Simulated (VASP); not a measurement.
# TiTe2 (P-3m1) in VASP: phonons with PBE+D3(BJ)

Aim: the phonons of TiTe2 with PBE+D3(BJ).

Program: VASP 6.6.1. These are calculated values, not measurements. Logs are shortened: lines on timing, memory, paths and dates and some standing lists are left out, and cuts for length are marked.

### Step 1. The cell of the first run

Symmetry: P-3m1, No. 164, trigonal system. Conventional cell: a = 3.697 Å, b = 3.697 Å, c = 6.389 Å, α = 90.00°, β = 90.00°, γ = 120.00°. Within 3.7 Å of Ti (site symmetry -3m) lie 6 Te at 2.75 Å and 6 Ti at 3.70 Å. Within 3.7 Å of Te (site symmetry 3m) lie 3 Ti at 2.75 Å and 9 Te at 3.62 to 3.70 Å.

### Step 2. Phonons, PBE+D3(BJ)

Contents of INCAR:

```
  PREC = Accurate
  ENCUT = 520
  EDIFF = 1E-8
  ISMEAR = -1
  SIGMA = 0.15
  LREAL = F
  LASPH = T
  NELM = 60
  ALGO = Normal
  ISIF = 2
  LWAVE = F
  LCHARG = F
  GGA = PE
  IVDW = 12
  IBRION = 6
  NFREE = 2
  POTIM = 0.015
  NSW = 1
```

Contents of KPOINTS:

```
regular mesh
0
Gamma
  15 15 8
```

Contents of POSCAR:

```
TiTe2
1.0
    3.6974254857      0.0000000000      0.0000000000
   -1.8487127428      3.2020643992      0.0000000000
    0.0000000000      0.0000000000      6.3893258075
Ti Te
1 2
Direct
    0.0000000000      0.0000000000      0.0000000000
    0.6666666667      0.3333333333      0.2711352254
    0.3333333333      0.6666666667      0.7288647746
```

Potentials or basis: VASP PAW PBE potentials, release 64 (Ti_sv, Te).

The run is started by

```
$ cat potpaw_PBE.64/Ti_sv/POTCAR potpaw_PBE.64/Te/POTCAR > POTCAR
$ mpirun -np 1 vasp_std > vasp.out
```

OUTCAR:

```text
PREC = Accurate
   ENCUT = 520
   EDIFF = 1E-8
   ISMEAR = -1
   LREAL = F
   LASPH = T
   NELM = 60
   ISIF = 2
   GGA = PE
   IVDW = 12
   IBRION = 6
   NFREE = 2
   POTIM = 0.015
   NSW = 1
 IVDW          = 12

 ion  position               nearest neighbor table
   1  0.000  0.000  0.000-   2 2.75   3 2.75   3 2.75   2 2.75   2 2.75   3 2.75
   2  0.667  0.333  0.271-   1 2.75   1 2.75   1 2.75   3 3.62   3 3.62   3 3.62
   3  0.333  0.667  0.729-   1 2.75   1 2.75   1 2.75   2 3.62   2 3.62   2 3.62

  LATTYP: Found a hexagonal cell.
 ALAT       =     3.6974254857
 C/A-ratio  =     1.7280472134

  Lattice vectors:

 A1 = (   3.6974254857,   0.0000000000,   0.0000000000)
 A2 = (  -1.8487127428,   3.2020643992,   0.0000000000)
 A3 = (   0.0000000000,   0.0000000000,   6.3893258075)

Analysis of symmetry for initial positions (statically):
=====================================================================
 Subroutine PRICEL returns:
 Original cell was already a primitive cell.

 Routine SETGRP: Setting up the symmetry group for a
 hexagonal supercell.

 Subroutine GETGRP returns: Found 12 space group operations
 (whereof 12 operations were pure point group operations)
 out of a pool of 24 trial point group operations.

The static configuration has the point symmetry D_3d.

Analysis of symmetry for dynamics (positions and initial velocities):
=====================================================================
 Subroutine PRICEL returns:
 Original cell was already a primitive cell.

 Routine SETGRP: Setting up the symmetry group for a
 hexagonal supercell.

 Subroutine GETGRP returns: Found 12 space group operations
 (whereof 12 operations were pure point group operations)
 out of a pool of 24 trial point group operations.

The dynamic configuration has the point symmetry D_3d.

 Subroutine INISYM returns: Found 12 space group operations
 (whereof 12 operations are pure point group operations),
 and found     1 'primitive' translations

----------------------------------------------------------------------------------------

                                     Primitive cell

  volume of cell :      75.6457

  direct lattice vectors                    reciprocal lattice vectors
     3.697425486  0.000000000  0.000000000     0.270458459  0.156149264  0.000000000
    -1.848712743  3.202064399  0.000000000     0.000000000  0.312298528  0.000000000
     0.000000000  0.000000000  6.389325807     0.000000000  0.000000000  0.156511036

  length of vectors
     3.697425486  3.697425486  6.389325807     0.312298528  0.312298528  0.156511036

  position of ions in fractional coordinates (direct lattice)
     0.000000000  0.000000000  0.000000000
     0.666666667  0.333333333  0.271135225
     0.333333333  0.666666667  0.728864775

  ion indices of the primitive-cell ions
   primitive index   ion index
                 1           1
                 2           2
                 3           3

----------------------------------------------------------------------------------------

 KPOINTS: regular mesh

Automatic generation of k-mesh.
 Grid dimensions read from file:
 generate k-points for:   15   15    8

 Generating k-lattice:

  Cartesian coordinates                     Fractional coordinates (reciprocal lattice)
     0.018030564  0.010409951  0.000000000     0.066666667 -0.000000000  0.000000000
     0.000000000  0.020819902  0.000000000     0.000000000  0.066666667  0.000000000
     0.000000000  0.000000000  0.019563879     0.000000000  0.000000000  0.125000000

  Length of vectors
     0.020819902  0.020819902  0.019563879

  Shift w.r.t. Gamma in fractional coordinates (k-lattice)
     0.000000000  0.000000000  0.000000000

 Subroutine IBZKPT returns following result:
 ===========================================

 Found    192 irreducible k-points:

 Following reciprocal coordinates:
            Coordinates               Weight
  0.000000  0.000000  0.000000      1.000000
  0.066667  0.000000  0.000000      6.000000
  0.133333  0.000000  0.000000      6.000000
  0.200000  0.000000  0.000000      6.000000
  0.266667  0.000000  0.000000      6.000000
  0.333333  0.000000  0.000000      6.000000
[... 16 lines left out ...]
  0.333333  0.200000  0.000000     12.000000
  0.400000  0.200000  0.000000      6.000000
 [... further k-points ...]
   k-points           NKPTS =    192   k-points in BZ     NKDIM =    192   number of bands    NBANDS=     16
   number of dos      NEDOS =    301   number of ions     NIONS =      3
   total plane-waves  NPLWV =  37632
   dimension x,y,z NGX =    28 NGY =   28 NGZ =   48
   dimension x,y,z NGXF=    56 NGYF=   56 NGZF=   96
   ions per type =               1   2
   NGX,Y,Z   is equivalent  to a cutoff of  12.59, 12.59, 12.49 a.u.
   NGXF,Y,Z  is equivalent  to a cutoff of  25.18, 25.18, 24.98 a.u.
 SYSTEM =  unknown system
   PREC   = accura    normal or accurate (medium, high low for compatibility)
   ISTART =      0    job   : 0-new  1-cont  2-samecut
   ICHARG =      2    charge: 1-file 2-atom 10-const
   ISPIN  =      1    spin polarized calculation?
   LNONCOLLINEAR =      F non collinear calculations
   LSORBIT =      F    spin-orbit coupling
   LASPH  =      T    aspherical Exc in radial PAW
   ENCUT  =  520.0 eV  38.22 Ry    6.18 a.u.   6.87  6.87 11.88*2*pi/ulx,y,z
   NELM   =     60;   NELMIN=  2; NELMDL= -5     # of ELM steps
   EDIFF  = 0.1E-07   stopping-criterion for ELM
   LREAL  =      F    real-space projection
   EDIFFG = 0.1E-06   stopping-criterion for IOM
   NSW    =     73    number of steps for IOM
   IBRION =      6    ionic relax: 0-MD 1-quasi-New 2-CG
   NFREE  =      2    steps in history (QN), initial steepest desc. (CG)
   ISIF   =      2    stress and relaxation
   ISYM   =      2    0-nonsym 1-usesym 2-fastsym
   POTIM  = 0.0150    time-step for ionic-motion
   TEBEG  =    0.0;   TEEND  =   0.0 temperature during run
   PSTRESS=    0.0 pullay stress
   NELECT =      24.0000    total number of electrons
   NUPDOWN=      -1.0000    fix difference up-down
   EMIN   =  10.00;   EMAX   =-10.00  energy-range for DOS
   EFERMI =   0.00;   METHOD = LEGACY
   ISMEAR =    -1;   SIGMA  =   0.15  broadening in eV -4-tet -1-fermi 0-gaus
   EFERMI_NEDOS =   21; number of points for ismear=-14 and -15
   IALGO  =     38    algorithm
   IMIX   =      4    mixing-type and parameters
     AMIX     =   0.40;   BMIX     =  1.00
     AMIX_MAG =   1.60;   BMIX_MAG =  1.00
  volume/ion in A,a.u.               =      25.22       170.16
  Fermi-wavevector in a.u.,A,eV,Ry     =   1.116564  2.110001 16.962599  1.246716
  Thomas-Fermi vector in A             =   2.253179
   LORBIT       =      0    0 simple, 1 ext, 2 COOP (PROOUT), +10 PAW based schemes
   GGA     = PE    functional components
   LHFCALC =     F    Hartree Fock is set to
   AEXX    =    0.0000 exact exchange contribution
   IVDW    =    12    specifies the selected vdW correction
   LEPSILON=     F    determine dielectric tensor
   LRPA    =     F    only Hartree local field effects (RPA)
 finite differences with symmetry
 non-spin polarized calculation
  energy-cutoff  :      520.00
  volume of cell :       75.65
 maximum number of plane-waves:      2056
   NGX = 13   NGY = 13   NGZ = 23

--------------------------------------- Ionic step        1  -------------------------------------------

 number of electron      24.0000002 magnetization

 Free energy of the ion-electron system (eV)
  ---------------------------------------------------
  ext. energy  EPLUGINS =         0.00000000
  ---------------------------------------------------
  free energy    TOTEN  =       -16.20119453 eV

  energy without entropy =      -16.09024683  energy(sigma->0) =      -16.14572068

------------------------ aborting loop because EDIFF is reached ----------------------------------------

 Edisp (eV)   -1.56559

 E8    (eV) :    -0.7252
[... 319 lines left out ...]
--------------------------------------- Ionic step        9  -------------------------------------------

 number of electron      24.0000002 magnetization

 Free energy of the ion-electron system (eV)
  ---------------------------------------------------
  ext. energy  EPLUGINS =         0.00000000
  ---------------------------------------------------
  free energy    TOTEN  =       -16.20018409 eV

  energy without entropy =      -16.08980036  energy(sigma->0) =      -16.14499222

 E-fermi :   7.5579     XC(G=0): -10.1610

 val. band max:        7.5575333188   @ k =   0.4667   0.0000   0.0000
 cond. band min:       7.5636481883   @ k =   0.4000   0.0667   0.3750
 fundamental gap:      0.0061148695
 Fermi energy:         7.5579064662

 k-point     1 :       0.0000    0.0000    0.0000
  band No.  band energies     occupation
      1     -49.7623      2.00000
      2     -26.0293      2.00000
      3     -26.0293      2.00000
      4     -25.9958      2.00000
      5      -5.1841      2.00000
      6      -3.4977      2.00000
[... 433 lines left out ...]
      3     -26.0533      2.00000
      4     -25.9820      2.00000
      5      -3.0581      2.00000
      6      -2.8638      2.00000
[... 8 lines left out ...]
     15       9.1546      0.00005
     16       9.9010      0.00000

 [... further k-points ...]

------------------------ aborting loop because EDIFF is reached ----------------------------------------

 Edisp (eV)   -1.56552

 E8    (eV) :    -0.7252
[... 26 lines left out ...]
  FREE ENERGIE OF THE ION-ELECTRON SYSTEM (eV)
  ---------------------------------------------------
  free  energy   TOTEN  =       -17.7657055984 eV

  energy  without entropy=      -17.6553218748  energy(sigma->0) =      -17.71051374

 INTERNAL STRAIN TENSORS FROM DISPLACED ATOMS
 ============================================

 INTERNAL STRAIN TENSOR FOR ION    1 for displacements in x,y,z  (eV/Angst):
          X           Y           Z          XY          YZ          ZX
  --------------------------------------------------------------------------------
  x     0.00000     0.00000     0.00000     0.00000     0.00000     0.00000
  y     0.00000     0.00000     0.00000     0.00000     0.00000     0.00000
  z     0.00000     0.00000     0.00000     0.00000     0.00000     0.00000

 INTERNAL STRAIN TENSOR FOR ION    3 for displacements in x,y,z  (eV/Angst):
          X           Y           Z          XY          YZ          ZX
  --------------------------------------------------------------------------------
  x     0.00000    -0.00000    -0.00000     2.03991     0.00000     6.64140
  y     2.03991    -2.03991     0.00000    -0.00000     6.64141     0.00000
  z     6.58487     6.58487    12.05962     0.00000     0.00000     0.00000

 Eigenvectors and eigenvalues of the dynamical matrix
 ----------------------------------------------------

   1 f  =    8.441293 THz    53.038209 2PiTHz  281.571230 cm-1    34.910368 meV
             X         Y         Z           dx          dy          dz
      0.000000  0.000000  0.000000     0.000000    0.000000    0.917598
      1.848713  1.067355  1.732371     0.000000    0.000000   -0.281082
     -0.000000  2.134710  4.656955    -0.000000   -0.000000   -0.281082
[... 43 lines left out ...]
   9 f/i=    0.001854 THz     0.011649 2PiTHz    0.061843 cm-1     0.007667 meV
             X         Y         Z           dx          dy          dz
      0.000000  0.000000  0.000000     0.148091   -0.368518   -0.000000
      1.848713  1.067355  1.732371     0.241975   -0.602146   -0.000000
     -0.000000  2.134710  4.656955     0.241975   -0.602146   -0.000000

 ELASTIC MODULI CONTR FROM IONIC RELAXATION (kBar)
 Direction    XX          YY          ZZ          XY          YZ          ZX
 --------------------------------------------------------------------------------
 XX        -211.7611   -138.7110   -320.9297     -0.0000   -118.9160     -0.0000
 YY        -138.7110   -211.7611   -320.9297     -0.0000    118.9160      0.0000
 ZZ        -320.9297   -320.9297   -587.7550     -0.0000      0.0000     -0.0000
 XY          -0.0000     -0.0000     -0.0000    -36.5250      0.0000   -118.9159
 YZ        -118.9160    118.9160      0.0000      0.0000   -387.1596     -0.0000
 ZX          -0.0000      0.0000     -0.0000   -118.9159     -0.0000   -387.1588
 --------------------------------------------------------------------------------
```

It took 51 min on 1 thread of Oxide Virtual Turin-like, shared host; peak memory 1.6 GiB.

What came out:

```
Highest phonon frequency at Γ, LO-TO splitting left out : 282 cm⁻¹
Dispersion energy per atom                              : -0.522 eV
```

Phonon frequencies in cm⁻¹ (negative: imaginary):
```csv
q point,frequencies
"(0.000, 0.000, 0.000)",0 0 0 101 101 149 186 186 282
```

Caveat: spin-orbit coupling is left out, which moves the levels of the heavy elements.
